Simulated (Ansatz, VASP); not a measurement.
## HfN in VASP and in Ansatz

```
Hf N
1.0
     0.00000    2.25600    2.25600
     2.25600    0.00000    2.25600
     2.25600    2.25600    0.00000
Hf N
1 1
Direct
  0.97000 0.97000 0.03000
  0.53000 0.53000 0.47000
```

Change from the starting cell: shortest bond scaled by 0.88, LAPW.

Alike in both runs: task single point; functional LDA; k mesh 9 × 9 × 9; occupations fermi-dirac, width 0.03 eV; no spin polarisation.

|  | VASP | Ansatz |
| --- | --- | --- |
| version | VASP 6.6.1 | Ansatz 0.2.0 |
| potentials or method | VASP PAW LDA potentials, release 64 (Hf_pv, N), cutoff 520 eV | all-electron LAPW, scalar-relativistic |

```csv
,VASP,Ansatz,Ansatz less VASP
pressure (GPa),0.7,1.8,+1.05
"traceless stress, the component that is largest in VASP (GPa)",18.64,18.67,+0.031
rms of the force components (eV/Å),1.976,1.949,-0.0268
```

LDA's correlation is that of Perdew and Zunger in VASP and of Perdew and Wang (1992) in Ansatz. Atom by atom the forces differ by 0.027 eV/Å (rms over components). Ansatz ran all-electron here, and VASP with PAW potentials.

Spin-orbit coupling is off throughout.
